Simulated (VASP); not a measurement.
Runs of VASP 6.6.1 on SnO. The structure is that of space group P4/nmm (No. 129), or close to it. The cells are those of the table. 

```tsv
task	cell	gap on the mesh (eV)	pressure (GPa)	largest force (eV/Å)
electric field gradients	a = 3.802, b = 3.802, c = 4.739 Å, 4 atoms	0.05	6.3	0.81
electric field gradients	a = 3.802, b = 3.802, c = 4.836 Å, 4 atoms	0.03	4.4	0.43
electric field gradients	a = 3.802, b = 3.802, c = 4.836 Å, angles 89.4°, 4 atoms	(a)	4.5	0.45
single point	a = 3.802, b = 3.802, c = 4.739 Å, 4 atoms	0.05	6.3	0.80
```

Alike in all rows: level PBE; potentials or basis VASP PAW PBE potentials, release 64 (Sn_d, O); no spin polarisation; k mesh 8 × 8 × 6; cutoff (eV) 520; smearing fermi-dirac 0.01 eV.

Q: Fill in the values left out.

A: (a) 0.02.

Caveats: the cell stands under pressure; spin-orbit coupling is left out, which moves the levels of the heavy elements.

A k mesh can miss the band edges, and the runs leave out spin-orbit coupling on Sn.
